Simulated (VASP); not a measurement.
# Hf (P6_3/mmc) in VASP: notebook, part 2 of 2

VASP 6.6.1. The steps go on from the part before.

### Step 3. Single point, PBE (strain -0.1125 x Voigt [0, 0, 1, 0, 0, 0])

The input, INCAR:

```
  PREC = Accurate
  ENCUT = 520
  EDIFF = 1E-6
  ISMEAR = 0
  SIGMA = 0.15
  LREAL = F
  LASPH = T
  NELM = 80
  ALGO = Fast
  ISIF = 2
  LWAVE = F
  LCHARG = F
  GGA = PE
  NBANDS = 17
```

The input, KPOINTS:

```
regular mesh
0
Gamma
  18 18 10
```

The input, POSCAR:

```
Hf
1.0
    3.1966985242      0.0000000000      0.0000000000
   -1.5983492621      2.7684221302      0.0000000000
    0.0000000000      0.0000000000      4.4887975000
Hf
2
Direct
    0.3333333333      0.6666666667      0.2500000000
    0.6666666667      0.3333333333      0.7500000000
```

Potentials or basis: VASP PAW PBE potentials, release 64 (Hf_pv).

The run is started by

```sh
> cat potpaw_PBE.64/Hf_pv/POTCAR > POTCAR
> mpirun -np 1 vasp_std > vasp.out
```

OUTCAR:

```text
PREC = Accurate
   ENCUT = 520
   EDIFF = 1E-6
   ISMEAR = 0
   LREAL = F
   LASPH = T
   NELM = 80
   ISIF = 2
   GGA = PE

 ion  position               nearest neighbor table
   1  0.333  0.667  0.250-   2 2.91   2 2.91   2 2.91   2 2.91   2 2.91   2 2.91
   2  0.667  0.333  0.750-   1 2.91   1 2.91   1 2.91   1 2.91   1 2.91   1 2.91

  LATTYP: Found a hexagonal cell.
 ALAT       =     3.1966985242
 C/A-ratio  =     1.4041979455

  Lattice vectors:

[... 194 lines left out ...]
      4     -24.0756      2.00000
      5     -24.0756      2.00000
      6     -23.9232      2.00000
[... 457 lines left out ...]
      4     -24.6068      2.00000
      5     -24.3868      2.00000
      6     -24.1591      2.00000
[... 9 lines left out ...]
     16      12.7748      0.00000
     17      13.7469      0.00000

 [... further k-points ...]
[... 5 lines left out ...]
  --------------------------------------------------------------------------------------
  -------------------------------------------------------------------------------------
  Total        2.8583902      2.8583902      7.3057101      0.0000000      0.0000000      0.0000000
  in kB      115.2837495    115.2837495    294.6517423      0.0000000      0.0000000      0.0000000
  external PRESSURE =     175.0730804 kB  Pullay stress =       0.0000000 kB

 VOLUME and BASIS-vectors are now :
 -----------------------------------------------------------------------------
  energy-cutoff  :      520.00
  volume of cell :       39.73
      direct lattice vectors                 reciprocal lattice vectors
     3.196698524  0.000000000  0.000000000     0.312822743  0.180608295  0.000000000
    -1.598349262  2.768422130  0.000000000     0.000000000  0.361216589  0.000000000
     0.000000000  0.000000000  4.488797500     0.000000000  0.000000000  0.222776813

 POSITION                                       TOTAL-FORCE (eV/Angst)
 -----------------------------------------------------------------------------------
     -0.00000      1.84561      1.12220        -0.000000      0.000000      0.000000
      1.59835      0.92281      3.36660         0.000000     -0.000000      0.000000
 -----------------------------------------------------------------------------------
    total drift:                               -0.000000      0.000000     -0.000000

  FREE ENERGIE OF THE ION-ELECTRON SYSTEM (eV)
  ---------------------------------------------------
  free  energy   TOTEN  =       -19.4223665531 eV

  energy  without entropy=      -19.4077990168  energy(sigma->0) =      -19.41508278
```

OSZICAR:

```text
N       E                     dE             d eps       ncg     rms          rms(c)
DAV:   1     0.521612926569E+02    0.52161E+02   -0.11506E+04  7604   0.114E+03
DAV:   2    -0.182604709573E+02   -0.70422E+02   -0.68586E+02  9907   0.254E+02
DAV:   3    -0.200113393422E+02   -0.17509E+01   -0.17385E+01  9257   0.271E+01
DAV:   4    -0.200237908824E+02   -0.12452E-01   -0.12446E-01  9609   0.273E+00
DAV:   5    -0.200238978684E+02   -0.10699E-03   -0.10698E-03  9369   0.221E-01    0.708E+01
RMM:   6    -0.195839830781E+02    0.43991E+00   -0.33635E-01  7579   0.360E+00    0.423E+01
RMM:   7    -0.194290402162E+02    0.15494E+00   -0.75490E-01  8353   0.540E+00    0.194E+00
RMM:   8    -0.194216672513E+02    0.73730E-02   -0.62503E-02  8123   0.183E+00    0.287E-01
RMM:   9    -0.194223071565E+02   -0.63991E-03   -0.73530E-03 10052   0.596E-01    0.290E-01
RMM:  10    -0.194224073918E+02   -0.10024E-03   -0.10242E-03 10747   0.215E-01    0.358E-01
RMM:  11    -0.194226608561E+02   -0.25346E-03   -0.54054E-04  8731   0.164E-01    0.949E-01
RMM:  12    -0.194224429760E+02    0.21788E-03   -0.16802E-03  8706   0.251E-01    0.748E-01
RMM:  13    -0.194227405940E+02   -0.29762E-03   -0.65163E-04  8343   0.175E-01    0.116E+00
RMM:  14    -0.194224442308E+02    0.29636E-03   -0.28743E-04  8190   0.105E-01    0.577E-01
RMM:  15    -0.194223769780E+02    0.67253E-04   -0.13787E-04  8299   0.769E-02    0.251E-01
RMM:  16    -0.194223693005E+02    0.76775E-05   -0.26105E-05  8607   0.373E-02    0.122E-01
RMM:  17    -0.194223673162E+02    0.19843E-05   -0.31577E-06  7956   0.123E-02    0.648E-02
RMM:  18    -0.194223665531E+02    0.76310E-06   -0.12901E-06  5429   0.799E-03
   1 F= -.19422367E+02 E0= -.19415083E+02  d E =-.145675E-01
```

Wall time 3.9 min (1 thread of Intel Xeon Platinum 8259CL at 2.50GHz (Skylake/Cascade Lake), shared host); peak memory 0.25 GiB.

What came out:

```yaml
Free_energy: -19.4224 eV
Pressure: 17.5 GPa
Band_gap_on_the_k_mesh: zero (bands 10 and 11 overlap by 1.45 eV)
```

Levels at points of the mesh, in eV from the Fermi level:
| k point | band 7 | band 8 | band 9 | band 10 | band 11 | band 12 | band 13 | band 14 |
| --- | --- | --- | --- | --- | --- | --- | --- | --- |
| (0.00, 0.00, 0.00) | -7.75 | -3.99 | 0.83 | 0.83 | 1.86 | 1.86 | 2.17 | 2.17 |
| (0.50, 0.00, 0.00) | -3.67 | -3.34 | -2.33 | -1.01 | -0.07 | 1.90 | 2.67 | 5.67 |
| (0.00, 0.00, 0.50) | -5.18 | -5.18 | 0.39 | 0.39 | 0.39 | 0.39 | 0.77 | 0.77 |
| (0.50, 0.00, 0.50) | -3.75 | -3.75 | -0.81 | -0.81 | 1.59 | 1.59 | 2.34 | 2.34 |

Caveat: the cell differs from its parent crystal (strain -0.1125 x Voigt [0, 0, 1, 0, 0, 0]); the cell stands under pressure; spin-orbit coupling is left out, which moves the levels of the heavy elements.

### Step 4. Single point, PBE (strain -0.0750 x Voigt [0, 0, 1, 0, 0, 0])

The input, INCAR:

```
SYSTEM = Hf
PREC = Accurate
ENCUT = 520
EDIFF = 1E-6
ISMEAR = 0
SIGMA = 0.15
LREAL = .FALSE.
LASPH = .TRUE.
NELM = 60
ALGO = Fast
ISIF = 2
LWAVE = .FALSE.
LCHARG = .TRUE.
GGA = PE
LELF = .TRUE.
LVHAR = .TRUE.
NBANDS = 17
```

The input, KPOINTS:

```
Automatic mesh
0
G
  18 18 10
  0 0 0
```

Edit POSCAR of step 3 so:

```diff
@@ -4,3 +4,3 @@
    -1.5983492621      2.7684221302      0.0000000000
-    0.0000000000      0.0000000000      4.4887975000
+    0.0000000000      0.0000000000      4.6784650000
 Hf
```

The run is started by

```sh
> cat potpaw_PBE.64/Hf_pv/POTCAR > POTCAR
> mpirun -np 1 vasp_std > vasp.out
```

It took 3.9 min on 1 thread of Intel Xeon Platinum 8259CL at 2.50GHz (Skylake/Cascade Lake), shared host; peak memory 0.25 GiB.

It converged, with:

* Free energy: -19.6737 eV
* Pressure: 10.7 GPa
* Band gap on the k mesh: zero (bands 10 and 11 overlap by 1.46 eV)

Stress tensor (GPa, compression positive):
```
 6.84  0.00  0.00
 0.00  6.84  0.00
 0.00  0.00 18.44
```

Levels at points of the mesh, in eV from the Fermi level:
| k point | band 8 | band 9 | band 10 | band 11 | band 12 | band 13 |
| --- | --- | --- | --- | --- | --- | --- |
| (0.00, 0.00, 0.00) | -3.87 | 0.95 | 0.95 | 1.67 | 2.10 | 2.10 |
| (0.50, 0.00, 0.00) | -3.12 | -2.34 | -0.98 | 0.21 | 1.46 | 2.29 |
| (0.00, 0.00, 0.50) | -5.30 | 0.51 | 0.51 | 0.64 | 0.64 | 0.64 |
| (0.50, 0.00, 0.50) | -3.66 | -0.91 | -0.91 | 1.39 | 1.39 | 2.42 |

Caveat: the cell differs from its parent crystal (strain -0.0750 x Voigt [0, 0, 1, 0, 0, 0]); the cell stands under pressure; spin-orbit coupling is left out, which moves the levels of the heavy elements.

### Step 5. Single point, PBE (strain -0.0375 x Voigt [0, 0, 1, 0, 0, 0])

The input, INCAR:

```
ALGO = Fast ; EDIFF = 1E-7
ENCUT = 520 ; GGA = PE
ISIF = 2 ; ISMEAR = 0
LASPH = T ; LCHARG = F
LREAL = F ; LWAVE = F
NBANDS = 17 ; NELM = 80
PREC = Accurate ; SIGMA = 0.15
```

The input, KPOINTS:

```
k-points
0
Gamma
  18 18 10
```

Edit POSCAR of step 4 so:

```diff
@@ -4,3 +4,3 @@
    -1.5983492621      2.7684221302      0.0000000000
-    0.0000000000      0.0000000000      4.6784650000
+    0.0000000000      0.0000000000      4.8681325000
 Hf
```

The run is started by

```sh
> cat potpaw_PBE.64/Hf_pv/POTCAR > POTCAR
> mpirun -np 1 vasp_std > vasp.out
```

Wall time 4.2 min (1 thread of Intel Xeon Platinum 8259CL at 2.50GHz (Skylake/Cascade Lake), shared host); peak memory 0.25 GiB.

Results (log left out):

```yaml
Free_energy: -19.8137 eV
Pressure: 5.0 GPa
Band_gap_on_the_k_mesh: zero (bands 10 and 11 overlap by 1.50 eV)
```

Stress tensor (GPa, compression positive):
```
3.24 0.00 0.00
0.00 3.24 0.00
0.00 0.00 8.57
```

Levels at points of the mesh, in eV from the Fermi level:
| k point | band 7 | band 8 | band 9 | band 10 | band 11 | band 12 | band 13 | band 14 |
| --- | --- | --- | --- | --- | --- | --- | --- | --- |
| (0.00, 0.00, 0.00) | -7.53 | -3.77 | 1.08 | 1.08 | 1.10 | 1.84 | 2.05 | 2.05 |
| (0.50, 0.00, 0.00) | -3.48 | -2.92 | -2.30 | -0.90 | 0.50 | 1.13 | 1.97 | 5.83 |
| (0.00, 0.00, 0.50) | -5.36 | -5.36 | 0.31 | 0.31 | 0.88 | 0.88 | 0.88 | 0.88 |
| (0.50, 0.00, 0.50) | -3.54 | -3.54 | -0.96 | -0.96 | 1.26 | 1.26 | 2.54 | 2.54 |

Caveat: the cell differs from its parent crystal (strain -0.0375 x Voigt [0, 0, 1, 0, 0, 0]); the cell stands under pressure; spin-orbit coupling is left out, which moves the levels of the heavy elements.

### Step 6. The runs side by side

```csv
cell,further INCAR settings,gap on the mesh (eV),pressure (GPa)
"a = 3.197, b = 3.197, c = 4.299 Å, angles 90.0, 90.0, 120.0°, 2 atoms",ALGO = Fast; EDIFF = 1e-06; NBANDS = 17,none,25.4
"a = 3.197, b = 3.197, c = 4.489 Å, angles 90.0, 90.0, 120.0°, 2 atoms",ALGO = Fast; EDIFF = 1e-06; NBANDS = 17,none,17.5
"a = 3.197, b = 3.197, c = 4.678 Å, angles 90.0, 90.0, 120.0°, 2 atoms",ALGO = Fast; EDIFF = 1e-06; NBANDS = 17,none,10.7
"a = 3.197, b = 3.197, c = 4.868 Å, angles 90.0, 90.0, 120.0°, 2 atoms",ALGO = Fast; EDIFF = 1e-07; NBANDS = 17,none,5.0
```

Alike in all rows: task single point; level PBE; potentials or basis VASP PAW PBE potentials, release 64 (Hf_pv); no spin polarisation; k mesh 18 × 18 × 10; cutoff (eV) 520; smearing gaussian 0.15 eV.

Caveats: the cell stands under pressure; spin-orbit coupling is left out, which moves the levels of the heavy elements.

Absolute energies hang on the potentials; compare differences alone.
